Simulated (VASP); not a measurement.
# Au (Fm-3m) in VASP: single point with PBE

Aim: the single point of Au with PBE.

All numbers are computed with VASP 6.6.1; they aren't measurements. Logs are shortened: lines on timing, memory, paths and dates and some standing lists are left out, and cuts for length are marked.

### Step 1. The cell of the first run

The structure is cubic, space group Fm-3m (No. 225). Conventional cell: a = 4.158 Å, b = 4.158 Å, c = 4.158 Å, α = 90.00°, β = 90.00°, γ = 90.00°. Au (site symmetry m-3m) has 12 Au at 2.94 Å within 3.9 Å.

### Step 2. Single point, PBE

The input, INCAR:

```
SYSTEM = Au
  ALGO = Normal
  EDIFF = 1E-6
  ENCUT = 520
  GGA = PE
  ISIF = 2
  ISMEAR = 0
  LASPH = .TRUE.
  LCHARG = .FALSE.
  LREAL = Auto
  LWAVE = .FALSE.
  NBANDS = 102
  NELM = 80
  PREC = Accurate
  SIGMA = 0.1
```

The input, KPOINTS:

```
k-points
0
G
  5 5 5
  0 0 0
```

The input, POSCAR:

```
Au
1.0
   -4.1578961662      4.1578961662     -4.1578961662
    4.1578961662      4.1578961662      4.1578961662
    4.1578961662     -4.1578961662     -4.1578961662
Au
16
Direct
    0.2500000000      0.0000000000      0.7500000000
    0.0000000000      0.2500000000      0.7500000000
    0.5000000000      0.0000000000      0.5000000000
    0.7500000000      0.5000000000      0.7500000000
    0.2500000000      0.2500000000      0.5000000000
    0.5000000000      0.7500000000      0.7500000000
    0.0000000000      0.5000000000      0.5000000000
    0.7500000000      0.0000000000      0.2500000000
    0.5000000000      0.2500000000      0.2500000000
    0.7500000000      0.7500000000      0.5000000000
    0.0000000000      0.0000000000      0.0000000000
    0.2500000000      0.5000000000      0.2500000000
    0.0000000000      0.7500000000      0.2500000000
    0.7500000000      0.2500000000      0.0000000000
    0.5000000000      0.5000000000      0.0000000000
    0.2500000000      0.7500000000      0.0000000000
```

Potentials or basis: VASP PAW PBE potentials, release 64 (Au).

Started as:

```
> cat potpaw_PBE.64/Au/POTCAR > POTCAR
> mpirun -np 1 vasp_std > vasp.out
```

OUTCAR:

```text
SYSTEM = Au
   EDIFF = 1E-6
   ENCUT = 520
   GGA = PE
   ISIF = 2
   ISMEAR = 0
   LASPH = .TRUE.
   LREAL = Auto
   NELM = 80
   PREC = Accurate

 ion  position               nearest neighbor table
   1  0.250  0.000  0.750-  14 2.94  15 2.94   7 2.94  10 2.94   9 2.94  11 2.94   2 2.94   3 2.94
                            16 2.94  13 2.94   5 2.94   6 2.94
   2  0.000  0.250  0.750-  15 2.94  16 2.94  10 2.94   3 2.94  11 2.94  12 2.94  14 2.94   1 2.94
                             4 2.94   8 2.94   5 2.94   7 2.94
   3  0.500  0.000  0.500-   2 2.94   4 2.94  12 2.94  13 2.94   6 2.94   8 2.94   9 2.94  10 2.94
                            14 2.94  16 2.94   1 2.94   5 2.94
   4  0.750  0.500  0.750-  11 2.94  16 2.94   3 2.94   5 2.94   2 2.94  13 2.94  14 2.94  15 2.94
                             6 2.94   9 2.94   7 2.94  10 2.94
   5  0.250  0.250  0.500-   4 2.94   6 2.94  13 2.94   8 2.94   2 2.94   7 2.94   9 2.94  12 2.94
                            15 2.94  11 2.94   3 2.94   1 2.94
   6  0.500  0.750  0.750-  11 2.94  14 2.94   5 2.94   7 2.94  10 2.94   1 2.94   3 2.94  15 2.94
                            16 2.94  12 2.94   4 2.94   8 2.94
   7  0.000  0.500  0.500-   1 2.94   6 2.94   8 2.94   9 2.94   2 2.94  10 2.94  12 2.94  13 2.94
                            16 2.94  14 2.94   4 2.94   5 2.94
   8  0.750  0.000  0.250-   5 2.94   7 2.94  15 2.94  16 2.94   9 2.94  10 2.94  11 2.94  13 2.94
                            14 2.94   6 2.94   2 2.94   3 2.94
   9  0.500  0.250  0.250-   7 2.94  10 2.94  16 2.94  11 2.94   8 2.94   4 2.94  12 2.94  14 2.94
                            15 2.94   1 2.94   5 2.94   3 2.94
  10  0.750  0.750  0.500-   1 2.94   2 2.94   9 2.94  12 2.94   6 2.94   7 2.94   8 2.94  11 2.94
                            13 2.94  15 2.94   3 2.94   4 2.94
  11  0.000  0.000  0.000-   9 2.94  12 2.94   4 2.94   6 2.94   1 2.94   2 2.94  13 2.94  14 2.94
                            16 2.94  10 2.94   5 2.94   8 2.94
  12  0.250  0.500  0.250-   3 2.94  10 2.94  11 2.94  14 2.94   9 2.94   5 2.94  13 2.94  15 2.94
                            16 2.94   2 2.94   6 2.94   7 2.94
  13  0.000  0.750  0.250-   3 2.94   5 2.94  14 2.94  15 2.94   8 2.94  10 2.94  11 2.94  12 2.94
                            16 2.94   4 2.94   1 2.94   7 2.94
  14  0.750  0.250  0.000-  12 2.94  13 2.94   6 2.94   1 2.94   9 2.94  11 2.94   2 2.94   4 2.94
                            15 2.94   3 2.94   7 2.94   8 2.94
  15  0.500  0.500  0.000-   8 2.94  13 2.94   1 2.94   2 2.94  10 2.94  12 2.94   6 2.94  14 2.94
                            16 2.94   5 2.94   4 2.94   9 2.94
  16  0.250  0.750  0.000-   8 2.94   9 2.94   2 2.94   4 2.94   3 2.94  11 2.94  12 2.94  13 2.94
                            15 2.94   7 2.94   6 2.94   1 2.94

  LATTYP: Found a body centered cubic cell.
 ALAT       =     8.3157923324

  Lattice vectors:

 A1 = (  -4.1578961662,   4.1578961662,  -4.1578961662)
 A2 = (   4.1578961662,   4.1578961662,   4.1578961662)
 A3 = (   4.1578961662,  -4.1578961662,  -4.1578961662)

Analysis of symmetry for initial positions (statically):
=====================================================================
 Subroutine PRICEL returns following result:

  LATTYP: Found a face centered cubic cell.
 ALAT       =     4.1578961662

  Lattice vectors:

 A1 = (   2.0789480831,   0.0000000000,   2.0789480831)
 A2 = (   0.0000000000,  -2.0789480831,   2.0789480831)
 A3 = (   2.0789480831,  -2.0789480831,   0.0000000000)

  16 primitive cells build up your supercell.

 Routine SETGRP: Setting up the symmetry group for a
 body centered cubic supercell.

 Subroutine GETGRP returns: Found 48 space group operations
 (whereof 48 operations were pure point group operations)
 out of a pool of 48 trial point group operations.

The static configuration has the point symmetry O_h .

Analysis of symmetry for dynamics (positions and initial velocities):
=====================================================================
 Subroutine PRICEL returns following result:

  LATTYP: Found a face centered cubic cell.
 ALAT       =     4.1578961662

  Lattice vectors:

 A1 = (   2.0789480831,   0.0000000000,   2.0789480831)
 A2 = (   0.0000000000,  -2.0789480831,   2.0789480831)
 A3 = (   2.0789480831,  -2.0789480831,   0.0000000000)

  16 primitive cells build up your supercell.

 Routine SETGRP: Setting up the symmetry group for a
 body centered cubic supercell.

 Subroutine GETGRP returns: Found 48 space group operations
 (whereof 48 operations were pure point group operations)
 out of a pool of 48 trial point group operations.

The dynamic configuration has the point symmetry O_h .
[... 35 lines left out ...]

  Cartesian coordinates                     Fractional coordinates (reciprocal lattice)
     0.000000000  0.024050625 -0.024050625     0.200000000  0.000000000  0.000000000
     0.024050625  0.024050625  0.000000000     0.000000000  0.200000000  0.000000000
     0.024050625  0.000000000 -0.024050625     0.000000000  0.000000000  0.200000000

  Length of vectors
     0.034012720  0.034012720  0.034012720

  Shift w.r.t. Gamma in fractional coordinates (k-lattice)
     0.000000000  0.000000000  0.000000000

 Subroutine IBZKPT returns following result:
 ===========================================

 Found     10 irreducible k-points:

 Following reciprocal coordinates:
            Coordinates               Weight
  0.000000  0.000000  0.000000      1.000000
  0.200000  0.000000  0.000000     12.000000
  0.400000  0.000000  0.000000     12.000000
  0.200000  0.200000  0.000000     24.000000
  0.400000  0.200000  0.000000     24.000000
  0.200000  0.200000  0.200000      8.000000
 -0.200000  0.200000  0.200000      6.000000
 -0.400000  0.400000  0.200000     24.000000
 -0.400000 -0.400000  0.200000      8.000000
 -0.400000  0.400000  0.400000      6.000000
   k-points           NKPTS =     10   k-points in BZ     NKDIM =     10   number of bands    NBANDS=    102
   number of dos      NEDOS =    301   number of ions     NIONS =     16
   total plane-waves  NPLWV = 157464
   dimension x,y,z NGX =    54 NGY =   54 NGZ =   54
   dimension x,y,z NGXF=   108 NGYF=  108 NGZF=  108
   ions per type =              16
   NGX,Y,Z   is equivalent  to a cutoff of  12.47, 12.47, 12.47 a.u.
   NGXF,Y,Z  is equivalent  to a cutoff of  24.93, 24.93, 24.93 a.u.
 SYSTEM =  Au
   PREC   = accura    normal or accurate (medium, high low for compatibility)
   ISTART =      0    job   : 0-new  1-cont  2-samecut
   ICHARG =      2    charge: 1-file 2-atom 10-const
   ISPIN  =      1    spin polarized calculation?
   LNONCOLLINEAR =      F non collinear calculations
   LSORBIT =      F    spin-orbit coupling
   LASPH  =      T    aspherical Exc in radial PAW
   ENCUT  =  520.0 eV  38.22 Ry    6.18 a.u.  13.39 13.39 13.39*2*pi/ulx,y,z
   NELM   =     80;   NELMIN=  2; NELMDL= -5     # of ELM steps
   EDIFF  = 0.1E-05   stopping-criterion for ELM
   LREAL  =      T    real-space projection
   EDIFFG = 0.1E-04   stopping-criterion for IOM
   NSW    =      0    number of steps for IOM
   IBRION =     -1    ionic relax: 0-MD 1-quasi-New 2-CG
   NFREE  =      0    steps in history (QN), initial steepest desc. (CG)
   ISIF   =      2    stress and relaxation
   ISYM   =      2    0-nonsym 1-usesym 2-fastsym
   POTIM  = 0.5000    time-step for ionic-motion
   TEBEG  =    0.0;   TEEND  =   0.0 temperature during run
   PSTRESS=    0.0 pullay stress
   NELECT =     176.0000    total number of electrons
   NUPDOWN=      -1.0000    fix difference up-down
   EMIN   =  10.00;   EMAX   =-10.00  energy-range for DOS
   EFERMI =   0.00;   METHOD = LEGACY
   ISMEAR =     0;   SIGMA  =   0.10  broadening in eV -4-tet -1-fermi 0-gaus
   EFERMI_NEDOS =   21; number of points for ismear=-14 and -15
   IALGO  =     38    algorithm
   IMIX   =      4    mixing-type and parameters
     AMIX     =   0.40;   BMIX     =  1.00
     AMIX_MAG =   1.60;   BMIX_MAG =  1.00
  volume/ion in A,a.u.               =      17.97       121.27
  Fermi-wavevector in a.u.,A,eV,Ry     =   1.390013  2.626743 26.288295  1.932135
  Thomas-Fermi vector in A             =   2.513988
   LORBIT       =      0    0 simple, 1 ext, 2 COOP (PROOUT), +10 PAW based schemes
   GGA     = PE    functional components
   LHFCALC =     F    Hartree Fock is set to
   AEXX    =    0.0000 exact exchange contribution
   IVDW    =     0    specifies the selected vdW correction
   LEPSILON=     F    determine dielectric tensor
   LRPA    =     F    only Hartree local field effects (RPA)
 non-spin polarized calculation
 Gauss-broadening in eV      SIGMA  =   0.10
  energy-cutoff  :      520.00
  volume of cell :      287.53
 maximum number of plane-waves:      7803
 NGX is ok and might be reduce to    54
   NGX = 27   NGY = 27   NGZ = 27

 number of electron     176.0000058 magnetization

 Free energy of the ion-electron system (eV)
  ---------------------------------------------------
  ext. energy  EPLUGINS =         0.00000000
  ---------------------------------------------------
  free energy    TOTEN  =       -51.57481806 eV

  energy without entropy =      -51.55868273  energy(sigma->0) =      -51.56675040

 E-fermi :   8.5649     XC(G=0): -12.4000

 val. band max:        8.5592602231   @ k =   0.4000   0.0000   0.0000
 cond. band min:       8.7474528634   @ k =  -0.4000  -0.4000   0.2000
 fundamental gap:      0.1881926404
 Fermi energy:         8.5649007874

 k-point     1 :       0.0000    0.0000    0.0000
  band No.  band energies     occupation
      1      -0.6929      2.00000
      2       2.0289      2.00000
      3       2.0289      2.00000
      4       2.0289      2.00000
      5       2.3167      2.00000
      6       2.3167      2.00000
[... 1019 lines left out ...]
     99      13.1280      0.00000
    100      13.1280      0.00000
 [bands above 100 left out]

------------------------ aborting loop because EDIFF is reached ----------------------------------------

  FORCE on cell =-STRESS in cart. coord.  units (eV):
  Direction    XX          YY          ZZ          XY          YZ          ZX
  --------------------------------------------------------------------------------------
  -------------------------------------------------------------------------------------
  Total       -0.2379912     -0.2379912     -0.2379912     -0.0000000     -0.0000000      0.0000000
  in kB       -1.3261434     -1.3261434     -1.3261434     -0.0000000     -0.0000000      0.0000000
  external PRESSURE =      -1.3261434 kB  Pullay stress =       0.0000000 kB

 VOLUME and BASIS-vectors are now :
 -----------------------------------------------------------------------------
  energy-cutoff  :      520.00
  volume of cell :      287.53
      direct lattice vectors                 reciprocal lattice vectors
    -4.157896166  4.157896166 -4.157896166     0.000000000  0.120253123 -0.120253123
     4.157896166  4.157896166  4.157896166     0.120253123  0.120253123  0.000000000
     4.157896166 -4.157896166 -4.157896166     0.120253123  0.000000000 -0.120253123

 POSITION                                       TOTAL-FORCE (eV/Angst)
 -----------------------------------------------------------------------------------
      2.07895     -2.07895     -4.15790         0.000000     -0.000000      0.000000
      4.15790     -2.07895     -2.07895         0.000000     -0.000000     -0.000000
      0.00000      0.00000     -4.15790        -0.000000      0.000000     -0.000000
      2.07895      2.07895     -4.15790        -0.000000     -0.000000      0.000000
      2.07895      0.00000     -2.07895        -0.000000      0.000000      0.000000
      4.15790      2.07895     -2.07895         0.000000     -0.000000      0.000000
[... 8 lines left out ...]
      0.00000      4.15790      0.00000        -0.000000      0.000000      0.000000
      2.07895      4.15790      2.07895         0.000000     -0.000000     -0.000000
 -----------------------------------------------------------------------------------
    total drift:                                0.000000      0.000000     -0.000000

  FREE ENERGIE OF THE ION-ELECTRON SYSTEM (eV)
  ---------------------------------------------------
  free  energy   TOTEN  =       -51.5748180616 eV

  energy  without entropy=      -51.5586827346  energy(sigma->0) =      -51.56675040
```

It took 7.3 min on 1 thread of Intel Xeon Platinum 8488C (Sapphire Rapids), shared host; peak memory 0.49 GiB.

Results:

```
Free energy            : -51.5748 eV
Pressure               : -0.1 GPa
Band gap on the k mesh : zero (band 88 reaches 8.95 eV, above the bottom of band 89 at 8.04 eV)
```

Levels at points of the mesh, in eV from the Fermi level:
| k point | band 86 | band 87 | band 88 | band 89 | band 90 | band 91 |
| --- | --- | --- | --- | --- | --- | --- |
| (0.00, 0.00, 0.00) | -0.29 | -0.29 | -0.29 | -0.29 | -0.29 | -0.29 |

Caveat: spin-orbit coupling is left out, which moves the levels of the heavy elements.
